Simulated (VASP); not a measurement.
# BiTe (R-3m) in VASP: a series of runs

Runs on BiTe. Level: PBE. Tasks: single point.

Everything below comes from runs of VASP 6.6.1. Logs are shortened: lines on timing, memory, paths and dates and some standing lists are left out, and cuts for length are marked.

**1. The cell of the first run**

Symmetry: R-3m, No. 166, trigonal system. Conventional cell: a = 4.603 Å, b = 4.603 Å, c = 10.201 Å, α = 90.00°, β = 90.00°, γ = 120.00°. Within 4.4 Å of Bi (site symmetry -3m) lie 6 Te at 3.15 Å and 6 Bi at 4.32 Å. Within 4.4 Å of Te (site symmetry -3m) lie 6 Bi at 3.15 Å and 6 Te at 4.32 Å.

**2. Single point, PBE (strain -0.050 along x and y, +0.025 along z)**

Input file INCAR:

```
SYSTEM = BiTe
PREC = Accurate
ENCUT = 520
EDIFF = 1E-7
ISMEAR = 0
SIGMA = 0.15
LREAL = .False.
LASPH = .True.
NELM = 60
ALGO = Normal
ISIF = 2
LWAVE = .False.
LCHARG = .False.
GGA = PE
NBANDS = 18
```

Input file KPOINTS:

```
regular mesh
0
Gamma
  12 12 12
  0 0 0
```

Input file POSCAR:

```
BiTe
1.0
    2.3015723842      1.3288134356      3.4002242534
   -2.3015723842      1.3288134356      3.4002242534
    0.0000000000     -2.6576268711      3.4002242534
Bi Te
1 1
Direct
    0.5000000000      0.5000000000      0.5000000000
    0.0000000000      0.0000000000      0.0000000000
```

Potentials or basis: VASP PAW PBE potentials, release 64 (Bi_d, Te).

Started as:

```
> cat potpaw_PBE.64/Bi_d/POTCAR potpaw_PBE.64/Te/POTCAR > POTCAR
> mpirun -np 1 vasp_std > vasp.out
```

OUTCAR:

```text
SYSTEM = BiTe
   PREC = Accurate
   ENCUT = 520
   EDIFF = 1E-7
   ISMEAR = 0
   LREAL = .False.
   LASPH = .True.
   NELM = 60
   ISIF = 2
   GGA = PE

 ion  position               nearest neighbor table
   1  0.500  0.500  0.500-   2 3.15   2 3.15   2 3.15   2 3.15   2 3.15   2 3.15
   2  0.000  0.000  0.000-   1 3.15   1 3.15   1 3.15   1 3.15   1 3.15   1 3.15

  LATTYP: Found a trigonal (rhomboedric) cell.
 ALAT       =     4.3156118407
 COS(alpha) =     0.4311542475

  Lattice vectors:

 A1 = (   2.3015723842,   1.3288134356,   3.4002242534)
 A2 = (  -2.3015723842,   1.3288134356,   3.4002242534)
 A3 = (   0.0000000000,  -2.6576268711,   3.4002242534)

Analysis of symmetry for initial positions (statically):
=====================================================================
 Subroutine PRICEL returns:
 Original cell was already a primitive cell.

 Routine SETGRP: Setting up the symmetry group for a
 trigonal (rhombohedral) supercell.

 Subroutine GETGRP returns: Found 12 space group operations
 (whereof 12 operations were pure point group operations)
 out of a pool of 12 trial point group operations.

The static configuration has the point symmetry D_3d.

Analysis of symmetry for dynamics (positions and initial velocities):
=====================================================================
 Subroutine PRICEL returns:
 Original cell was already a primitive cell.

 Routine SETGRP: Setting up the symmetry group for a
 trigonal (rhombohedral) supercell.

 Subroutine GETGRP returns: Found 12 space group operations
 (whereof 12 operations were pure point group operations)
 out of a pool of 12 trial point group operations.

The dynamic configuration has the point symmetry D_3d.

 Subroutine INISYM returns: Found 12 space group operations
 (whereof 12 operations are pure point group operations),
 and found     1 'primitive' translations

----------------------------------------------------------------------------------------

                                     Primitive cell

  volume of cell :      62.3947

  direct lattice vectors                    reciprocal lattice vectors
     2.301572384  1.328813436  3.400224253     0.217242787  0.125425182  0.098032750
    -2.301572384  1.328813436  3.400224253    -0.217242787  0.125425182  0.098032750
     0.000000000 -2.657626871  3.400224253     0.000000000 -0.250850363  0.098032750

[... 80 lines left out ...]
   LASPH  =      T    aspherical Exc in radial PAW
   ENCUT  =  520.0 eV  38.22 Ry    6.18 a.u.   8.02  8.02  8.02*2*pi/ulx,y,z
   NELM   =     60;   NELMIN=  2; NELMDL= -5     # of ELM steps
   EDIFF  = 0.1E-06   stopping-criterion for ELM
   LREAL  =      F    real-space projection
   EDIFFG = 0.1E-05   stopping-criterion for IOM
   NSW    =      0    number of steps for IOM
   IBRION =     -1    ionic relax: 0-MD 1-quasi-New 2-CG
   NFREE  =      0    steps in history (QN), initial steepest desc. (CG)
   ISIF   =      2    stress and relaxation
   ISYM   =      2    0-nonsym 1-usesym 2-fastsym
   POTIM  = 0.5000    time-step for ionic-motion
   TEBEG  =    0.0;   TEEND  =   0.0 temperature during run
   PSTRESS=    0.0 pullay stress
   NELECT =      21.0000    total number of electrons
   NUPDOWN=      -1.0000    fix difference up-down
   EMIN   =  10.00;   EMAX   =-10.00  energy-range for DOS
   EFERMI =   0.00;   METHOD = LEGACY
   ISMEAR =     0;   SIGMA  =   0.15  broadening in eV -4-tet -1-fermi 0-gaus
   EFERMI_NEDOS =   21; number of points for ismear=-14 and -15
   IALGO  =     38    algorithm
   IMIX   =      4    mixing-type and parameters
     AMIX     =   0.40;   BMIX     =  1.00
     AMIX_MAG =   1.60;   BMIX_MAG =  1.00
  volume/ion in A,a.u.               =      31.20       210.53
  Fermi-wavevector in a.u.,A,eV,Ry     =   1.138760  2.151944 17.643678  1.296774
  Thomas-Fermi vector in A             =   2.275464
   LORBIT       =      0    0 simple, 1 ext, 2 COOP (PROOUT), +10 PAW based schemes
   GGA     = PE    functional components
   LHFCALC =     F    Hartree Fock is set to
   AEXX    =    0.0000 exact exchange contribution
   IVDW    =     0    specifies the selected vdW correction
   LEPSILON=     F    determine dielectric tensor
   LRPA    =     F    only Hartree local field effects (RPA)
 non-spin polarized calculation
 Gauss-broadening in eV      SIGMA  =   0.15
  energy-cutoff  :      520.00
  volume of cell :       62.39
 maximum number of plane-waves:      1701
   NGX = 17   NGY = 17   NGZ = 17

 number of electron      20.9999998 magnetization

 Free energy of the ion-electron system (eV)
  ---------------------------------------------------
  ext. energy  EPLUGINS =         0.00000000
  ---------------------------------------------------
  free energy    TOTEN  =        -7.09433764 eV

  energy without entropy =       -7.07908195  energy(sigma->0) =       -7.08670980

 E-fermi :   7.7072     XC(G=0):  -9.8128

 val. band max:        7.7062508946   @ k =  -0.2500   0.0833   0.0833
 cond. band min:       7.7095184284   @ k =  -0.1667   0.0833   0.0833
 fundamental gap:      0.0032675337
 Fermi energy:         7.7072013679

 k-point     1 :       0.0000    0.0000    0.0000
  band No.  band energies     occupation
      1     -15.5462      2.00000
      2     -15.5462      2.00000
      3     -15.5389      2.00000
      4     -15.5389      2.00000
      5     -15.5246      2.00000
      6      -6.4254      2.00000
[... 481 lines left out ...]
      5     -15.5173      2.00000
      6      -4.2571      2.00000
[... 10 lines left out ...]
     17      17.0477      0.00000
     18      17.8201      0.00000

 [... further k-points ...]

------------------------ aborting loop because EDIFF is reached ----------------------------------------

  FORCE on cell =-STRESS in cart. coord.  units (eV):
  Direction    XX          YY          ZZ          XY          YZ          ZX
  --------------------------------------------------------------------------------------
  -------------------------------------------------------------------------------------
  Total        2.1854515      2.1854515      1.7544005     -0.0000000      0.0000000      0.0000000
  in kB       56.1182723     56.1182723     45.0496967     -0.0000000      0.0000000      0.0000000
  external PRESSURE =      52.4287471 kB  Pullay stress =       0.0000000 kB

 VOLUME and BASIS-vectors are now :
 -----------------------------------------------------------------------------
  energy-cutoff  :      520.00
  volume of cell :       62.39
      direct lattice vectors                 reciprocal lattice vectors
     2.301572384  1.328813436  3.400224253     0.217242787  0.125425182  0.098032750
    -2.301572384  1.328813436  3.400224253    -0.217242787  0.125425182  0.098032750
     0.000000000 -2.657626871  3.400224253     0.000000000 -0.250850363  0.098032750

 POSITION                                       TOTAL-FORCE (eV/Angst)
 -----------------------------------------------------------------------------------
      0.00000      0.00000      5.10034        -0.000000      0.000000      0.000000
      0.00000      0.00000      0.00000         0.000000     -0.000000     -0.000000
 -----------------------------------------------------------------------------------
    total drift:                               -0.000000      0.000000     -0.000000

  FREE ENERGIE OF THE ION-ELECTRON SYSTEM (eV)
  ---------------------------------------------------
  free  energy   TOTEN  =        -7.0943376387 eV

  energy  without entropy=       -7.0790819541  energy(sigma->0) =       -7.08670980
```

OSZICAR:

```text
N       E                     dE             d eps       ncg     rms          rms(c)
DAV:   1     0.159833004167E+03    0.15983E+03   -0.10085E+04  6818   0.115E+03
DAV:   2     0.506895202743E+01   -0.15476E+03   -0.15056E+03  7216   0.312E+02
DAV:   3    -0.677447446593E+01   -0.11843E+02   -0.11720E+02  8374   0.891E+01
DAV:   4    -0.710029454512E+01   -0.32582E+00   -0.32486E+00  8526   0.156E+01
DAV:   5    -0.711204645992E+01   -0.11752E-01   -0.11751E-01  9058   0.280E+00    0.715E+00
DAV:   6    -0.709135443139E+01    0.20692E-01   -0.67979E-02  9780   0.168E+00    0.443E+00
DAV:   7    -0.709480345260E+01   -0.34490E-02   -0.27459E-02  8160   0.885E-01    0.328E-01
DAV:   8    -0.709421461012E+01    0.58884E-03   -0.50699E-03  8694   0.487E-01    0.154E-01
DAV:   9    -0.709433755032E+01   -0.12294E-03   -0.44725E-04  7776   0.126E-01    0.546E-02
DAV:  10    -0.709433809096E+01   -0.54064E-06   -0.10975E-05 10432   0.204E-02    0.326E-02
DAV:  11    -0.709433658321E+01    0.15078E-05   -0.50537E-06  7348   0.106E-02    0.255E-02
DAV:  12    -0.709433724563E+01   -0.66242E-06   -0.17877E-07  8204   0.266E-03    0.926E-03
DAV:  13    -0.709433748497E+01   -0.23934E-06   -0.10997E-07  5912   0.143E-03    0.253E-03
DAV:  14    -0.709433765417E+01   -0.16920E-06   -0.18132E-08  3934   0.128E-03    0.131E-03
DAV:  15    -0.709433763867E+01    0.15496E-07   -0.35881E-09  3882   0.373E-04
   1 F= -.70943376E+01 E0= -.70867098E+01  d E =-.152557E-01
```

Run time: 63 s. Hardware: 1 thread of Intel Xeon 6975P-C (Granite Rapids), shared host; peak memory 0.33 GiB.

What came out:

* Free energy: -7.0943 eV
* Pressure: 5.2 GPa
* Band gap on the k mesh: zero (an odd number of electrons rules out a gap without spin polarisation)

Levels at points of the mesh, in eV from the Fermi level:
```
           k point  band 6  band 7  band 8  band 9  band 10  band 11  band 12  band 13  band 14  band 15
(0.00, 0.00, 0.00)  -14.13   -7.91   -3.07   -3.07    -2.18     2.10     2.47     2.47     4.12     4.12
(0.50, 0.00, 0.00)  -12.00  -11.65   -2.12   -1.97    -1.32    -0.96    -0.80    -0.16     7.15     7.18
(0.50, 0.50, 0.00)  -12.09  -10.01   -6.24   -4.76    -4.04     1.97     3.69     4.00     5.39     8.66
(0.50, 0.50, 0.50)  -11.76  -11.37   -2.42   -2.42    -2.06    -1.39    -1.21    -1.21     7.87     8.44
```

Caveat: the cell differs from its parent crystal (strain -0.050 along x and y, +0.025 along z); the cell stands under pressure; spin-orbit coupling is left out, which moves the levels of the heavy elements.

**3. Single point, PBE (strain -0.025 along x and y, -0.025 along z)**

Input file INCAR:

```
PREC = Accurate
ENCUT = 520
EDIFF = 1E-6
ISMEAR = 0
SIGMA = 0.15
LREAL = False
LASPH = True
NELM = 80
ALGO = Normal
ISIF = 2
LWAVE = False
LCHARG = False
GGA = PE
NBANDS = 18
```

Input file KPOINTS:

```
Automatic mesh
0
Gamma
  12 12 12
```

Input file POSCAR:

```
BiTe
1.0
    2.3621400785      1.3637822102      3.2343596556
   -2.3621400785      1.3637822102      3.2343596556
    0.0000000000     -2.7275644204      3.2343596556
Bi Te
1 1
Direct
    0.5000000000      0.5000000000      0.5000000000
    0.0000000000      0.0000000000      0.0000000000
```

Potentials or basis: VASP PAW PBE potentials, release 64 (Bi_d, Te).

Started as:

```
> cat potpaw_PBE.64/Bi_d/POTCAR potpaw_PBE.64/Te/POTCAR > POTCAR
> mpirun -np 1 vasp_std > vasp.out
```

Wall time 52 s (1 thread of Intel Xeon 6975P-C (Granite Rapids), shared host); peak memory 0.33 GiB.

The run converged. Its results:

```yaml
Free_energy: -7.1276 eV
Pressure: 4.3 GPa
Band_gap_on_the_k_mesh: zero (an odd number of electrons rules out a gap without spin polarisation)
```

Stress tensor (GPa, compression positive):
```
4.71 0.00 0.00
0.00 4.71 0.00
0.00 0.00 3.40
```

Levels at points of the mesh, in eV from the Fermi level:
| k point | band 8 | band 9 | band 10 | band 11 | band 12 | band 13 |
| --- | --- | --- | --- | --- | --- | --- |
| (0.00, 0.00, 0.00) | -3.17 | -3.17 | -1.75 | 2.04 | 2.69 | 2.69 |
| (0.50, 0.00, 0.00) | -2.02 | -1.93 | -1.03 | -0.99 | -0.73 | 0.35 |
| (0.50, 0.50, 0.00) | -6.14 | -4.91 | -3.61 | 2.14 | 3.36 | 3.92 |
| (0.50, 0.50, 0.50) | -2.57 | -2.57 | -2.34 | -1.70 | -1.46 | -1.46 |

Caveat: the cell differs from its parent crystal (strain -0.025 along x and y, -0.025 along z); the cell stands under pressure; spin-orbit coupling is left out, which moves the levels of the heavy elements.
